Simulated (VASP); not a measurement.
# PtS2 (d4) (P-3m1) in VASP: a series of runs

PtS2 (d4) is run at these levels: PBE+D4; tasks: single point.

All numbers are computed with VASP 6.6.1; they aren't measurements. Logs are shortened: lines on timing, memory, paths and dates and some standing lists are left out, and cuts for length are marked.

**1. The cell of the first run**

It takes space group P-3m1 (No. 164, trigonal). The conventional cell has a = 3.578 Å, b = 3.578 Å, c = 4.784 Å, α = 90.00°, β = 90.00°, γ = 120.00°. Pt (site symmetry -3m) has 6 S at 2.40 Å within 3.2 Å. S (site symmetry 3m) has 3 Pt at 2.40 Å and 6 S at 3.14 to 3.19 Å within 3.2 Å.

**2. Single point, PBE+D4**

File INCAR:

```
  ALGO = Normal
  EDIFF = 1E-6
  ENCUT = 520
  GGA = PE
  ISIF = 2
  ISMEAR = 0
  IVDW = 13
  LASPH = T
  LCHARG = F
  LREAL = F
  LWAVE = F
  NBANDS = 18
  NELM = 80
  PREC = Accurate
  SIGMA = 0.1
```

File KPOINTS:

```
k-points
0
Gamma
  6 6 4
```

File POSCAR:

```
PtS2
1.0
    3.5784023997      0.0000000000      0.0000000000
   -1.7892011998      3.0989873831      0.0000000000
    0.0000000000      0.0000000000      4.7835356802
Pt S
1 2
Direct
    0.0000000000      0.0000000000      0.0000000000
    0.3333333333      0.6666666667      0.2534364190
    0.6666666667      0.3333333333      0.7465635810
```

Potentials or basis: VASP PAW PBE potentials, release 64 (Pt, S).

Launch:

```sh
$ cat potpaw_PBE.64/Pt/POTCAR potpaw_PBE.64/S/POTCAR > POTCAR
$ mpirun -np 1 vasp_std > vasp.out
```

OUTCAR:

```text
EDIFF = 1E-6
   ENCUT = 520
   GGA = PE
   ISIF = 2
   ISMEAR = 0
   IVDW = 13
   LASPH = T
   LREAL = F
   NELM = 80
   PREC = Accurate

 ion  position               nearest neighbor table
   1  0.000  0.000  0.000-   2 2.40   3 2.40   2 2.40   3 2.40   3 2.40   2 2.40
   2  0.333  0.667  0.253-   1 2.40   1 2.40   1 2.40
   3  0.667  0.333  0.747-   1 2.40   1 2.40   1 2.40

  LATTYP: Found a hexagonal cell.
 ALAT       =     3.5784023997
 C/A-ratio  =     1.3367796983

  Lattice vectors:

 A1 = (   3.5784023997,   0.0000000000,   0.0000000000)
 A2 = (  -1.7892011998,   3.0989873831,   0.0000000000)
 A3 = (   0.0000000000,   0.0000000000,   4.7835356802)

Analysis of symmetry for initial positions (statically):
=====================================================================
 Subroutine PRICEL returns:
 Original cell was already a primitive cell.

 Routine SETGRP: Setting up the symmetry group for a
 hexagonal supercell.

 Subroutine GETGRP returns: Found 12 space group operations
 (whereof 12 operations were pure point group operations)
 out of a pool of 24 trial point group operations.

The static configuration has the point symmetry D_3d.

Analysis of symmetry for dynamics (positions and initial velocities):
=====================================================================
 Subroutine PRICEL returns:
 Original cell was already a primitive cell.

 Routine SETGRP: Setting up the symmetry group for a
 hexagonal supercell.

 Subroutine GETGRP returns: Found 12 space group operations
 (whereof 12 operations were pure point group operations)
 out of a pool of 24 trial point group operations.

The dynamic configuration has the point symmetry D_3d.

 Subroutine INISYM returns: Found 12 space group operations
 (whereof 12 operations are pure point group operations),
 and found     1 'primitive' translations

----------------------------------------------------------------------------------------

                                     Primitive cell

  volume of cell :      53.0467

  direct lattice vectors                    reciprocal lattice vectors
     3.578402400  0.000000000  0.000000000     0.279454317  0.161343025  0.000000000
    -1.789201200  3.098987383  0.000000000     0.000000000  0.322686051  0.000000000
     0.000000000  0.000000000  4.783535680     0.000000000  0.000000000  0.209050390

[... 82 lines left out ...]
   ENCUT  =  520.0 eV  38.22 Ry    6.18 a.u.   6.65  6.65  8.89*2*pi/ulx,y,z
   NELM   =     80;   NELMIN=  2; NELMDL= -5     # of ELM steps
   EDIFF  = 0.1E-05   stopping-criterion for ELM
   LREAL  =      F    real-space projection
   EDIFFG = 0.1E-04   stopping-criterion for IOM
   NSW    =      0    number of steps for IOM
   IBRION =     -1    ionic relax: 0-MD 1-quasi-New 2-CG
   NFREE  =      0    steps in history (QN), initial steepest desc. (CG)
   ISIF   =      2    stress and relaxation
   ISYM   =      2    0-nonsym 1-usesym 2-fastsym
   POTIM  = 0.5000    time-step for ionic-motion
   TEBEG  =    0.0;   TEEND  =   0.0 temperature during run
   PSTRESS=    0.0 pullay stress
   NELECT =      22.0000    total number of electrons
   NUPDOWN=      -1.0000    fix difference up-down
   EMIN   =  10.00;   EMAX   =-10.00  energy-range for DOS
   EFERMI =   0.00;   METHOD = LEGACY
   ISMEAR =     0;   SIGMA  =   0.10  broadening in eV -4-tet -1-fermi 0-gaus
   EFERMI_NEDOS =   21; number of points for ismear=-14 and -15
   IALGO  =     38    algorithm
   IMIX   =      4    mixing-type and parameters
     AMIX     =   0.40;   BMIX     =  1.00
     AMIX_MAG =   1.60;   BMIX_MAG =  1.00
  volume/ion in A,a.u.               =      17.68       119.33
  Fermi-wavevector in a.u.,A,eV,Ry     =   1.220852  2.307076 20.279210  1.490480
  Thomas-Fermi vector in A             =   2.356055
   LORBIT       =      0    0 simple, 1 ext, 2 COOP (PROOUT), +10 PAW based schemes
   GGA     = PE    functional components
   LHFCALC =     F    Hartree Fock is set to
   AEXX    =    0.0000 exact exchange contribution
   IVDW    =    13    specifies the selected vdW correction
   LEPSILON=     F    determine dielectric tensor
   LRPA    =     F    only Hartree local field effects (RPA)
 non-spin polarized calculation
 Gauss-broadening in eV      SIGMA  =   0.10
  energy-cutoff  :      520.00
  volume of cell :       53.05
 maximum number of plane-waves:      1464
 NGX is ok and might be reduce to    28
   NGX = 13   NGY = 13   NGZ = 17

 number of electron      22.0000001 magnetization

 Free energy of the ion-electron system (eV)
  ---------------------------------------------------
  ext. energy  EPLUGINS =         0.00000000
  ---------------------------------------------------
  free energy    TOTEN  =       -15.34187349 eV

  energy without entropy =      -15.34149894  energy(sigma->0) =      -15.34168621

 E-fermi :   7.6418     XC(G=0): -10.8950

 val. band max:        7.5439000189   @ k =   0.0000   0.0000   0.0000
 cond. band min:       7.8035804103   @ k =   0.0000   0.3333   0.2500
 fundamental gap:      0.2596803913
 Fermi energy:         7.6418199743

 k-point     1 :       0.0000    0.0000    0.0000
  band No.  band energies     occupation
      1      -8.1764      2.00000
      2      -4.9617      2.00000
      3       0.1297      2.00000
      4       0.6287      2.00000
      5       0.6287      2.00000
      6       3.4299      2.00000
[... 481 lines left out ...]
      5       1.1539      2.00000
      6       2.9299      2.00000
[... 10 lines left out ...]
     17      15.3497      0.00000
     18      17.8979      0.00000

------------------------ aborting loop because EDIFF is reached ----------------------------------------

  DFT-D4 for vdW energy calculation

  Edisp (eV):   -1.36236

  FORCE on cell =-STRESS in cart. coord.  units (eV):
  Direction    XX          YY          ZZ          XY          YZ          ZX
  --------------------------------------------------------------------------------------
  -------------------------------------------------------------------------------------
  Total      -0.21272    -0.21272    -0.21258    -0.00000     0.00000    -0.00000
  in kB      -6.42489    -6.42489    -6.42056    -0.00000     0.00000    -0.00000
  external pressure =       -6.42 kB  Pullay stress =        0.00 kB

 VOLUME and BASIS-vectors are now :
 -----------------------------------------------------------------------------
  energy-cutoff  :      520.00
  volume of cell :       53.05
      direct lattice vectors                 reciprocal lattice vectors
     3.578402400  0.000000000  0.000000000     0.279454317  0.161343025  0.000000000
    -1.789201200  3.098987383  0.000000000     0.000000000  0.322686051  0.000000000
     0.000000000  0.000000000  4.783535680     0.000000000  0.000000000  0.209050390

 POSITION                                       TOTAL-FORCE (eV/Angst)
 -----------------------------------------------------------------------------------
      0.00000      0.00000      0.00000        -0.000000      0.000000      0.000000
     -0.00000      2.06599      1.21232         0.000000      0.000000     -0.047210
      1.78920      1.03300      3.57121        -0.000000     -0.000000      0.047210
 -----------------------------------------------------------------------------------
    total drift:                                0.000000     -0.000000      0.000000

  FREE ENERGIE OF THE ION-ELECTRON SYSTEM (eV)
  ---------------------------------------------------
  free  energy   TOTEN  =       -16.7042339796 eV

  energy  without entropy=      -16.7038594359  energy(sigma->0) =      -16.70404671
```

stdout:

```text
POSCAR found type information on POSCAR PtS
 POSCAR found :  2 types and       3 ions
 scaLAPACK will be used
 LDA part: xc-table for (Slater+PW92), standard interpolation
 POSCAR, INCAR and KPOINTS ok, starting setup
 FFT: planning ... GRIDC
 FFT: planning ... GRID_SOFT
 FFT: planning ... GRID
 WAVECAR not read
 entering main loop
```

Run time: 12 s. Hardware: 1 thread of Intel Xeon 6975P-C (Granite Rapids), shared host; peak memory 0.17 GiB.

What came out:

```
Free energy                : -16.7042 eV
Pressure                   : -0.6 GPa
Largest force              : 0.047 eV/Å
Band gap on the k mesh     : 0.26 eV, indirect (least direct gap 1.15 eV)
Dispersion energy per atom : -0.454 eV
```

Forces on the atoms (eV/Å):
```
Pt   0.000  0.000  0.000
S    0.000  0.000 -0.047
S    0.000  0.000  0.047
```

Levels at points of the mesh, in eV from the valence-band top:
```tsv
k point	band 8	band 9	band 10	band 11	band 12	band 13	band 14	band 15
(0.00, 0.00, 0.00)	-2.38	-1.48	-1.48	0.00	1.40	1.40	3.92	5.07
(0.50, 0.00, 0.00)	-3.80	-3.46	-3.37	-2.83	0.93	2.31	5.26	6.30
(0.00, 0.00, 0.50)	-3.12	-1.91	-1.91	-1.44	2.30	2.30	5.33	6.82
(0.50, 0.00, 0.50)	-3.48	-3.12	-3.08	-1.53	1.01	1.74	5.01	5.02
```

Caveat: spin-orbit coupling is left out, which moves the levels of the heavy elements. A k mesh can miss the band edges.

**3. Single point, PBE+D4**

This run uses another cell than the first one, of 18.26 Å³/atom, 1.033 times its volume.

File INCAR:

```
ALGO = Normal ; EDIFF = 1E-6
ENCUT = 520 ; GGA = PE
ISIF = 2 ; ISMEAR = 0
IVDW = 13 ; LASPH = T
LCHARG = F ; LREAL = F
LWAVE = F ; NBANDS = 18
NELM = 60 ; PREC = Accurate
SIGMA = 0.1
```

KPOINTS is that of step 2.

File POSCAR:

```
PtS2
1.0
    3.5432000000      0.0000000000      0.0000000000
   -1.7716000000      3.0685012107      0.0000000000
    0.0000000000      0.0000000000      5.0388000000
Pt S
1 2
Direct
    0.0000000000      0.0000000000      0.0000000000
    0.3333333333      0.6666666667      0.2270000000
    0.6666666667      0.3333333333      0.7730000000
```

Potentials or basis: VASP PAW PBE potentials, release 64 (Pt, S).

Launch:

```sh
$ cat potpaw_PBE.64/Pt/POTCAR potpaw_PBE.64/S/POTCAR > POTCAR
$ mpirun -np 1 vasp_std > vasp.out
```

It took 15 s on 1 thread of Intel Xeon 6975P-C (Granite Rapids), shared host; peak memory 0.18 GiB.

The run converged. Its results:

- Free energy: -16.5796 eV
- Pressure: 7.5 GPa
- Largest force: 1.254 eV/Å
- Band gap on the k mesh: 0.98 eV, indirect (least direct gap 1.50 eV)
- Dispersion energy per atom: -0.437 eV

Forces on the atoms (eV/Å):
```
Pt   0.000  0.000  0.000
S    0.000  0.000  1.254
S    0.000  0.000 -1.254
```

Stress tensor (GPa, compression positive):
```
7.99 0.00 0.00
0.00 7.99 0.00
0.00 0.00 6.49
```

Levels at points of the mesh, in eV from the valence-band top:
| k point | band 9 | band 10 | band 11 | band 12 | band 13 | band 14 |
| --- | --- | --- | --- | --- | --- | --- |
| (0.00, 0.00, 0.00) | -1.12 | -1.12 | -0.10 | 2.48 | 2.48 | 4.82 |
| (0.50, 0.00, 0.00) | -3.20 | -2.98 | -2.33 | 1.81 | 2.86 | 5.55 |
| (0.00, 0.00, 0.50) | -1.31 | -1.31 | -0.90 | 2.95 | 2.95 | 5.50 |
| (0.50, 0.00, 0.50) | -3.08 | -2.70 | -1.36 | 2.11 | 2.39 | 5.41 |

Caveat: spin-orbit coupling is left out, which moves the levels of the heavy elements; forces of over 1 eV/Å act on the atoms, so gaps and moduli don't describe the material at rest. As with any semilocal functional, this PBE gap is likely too small.
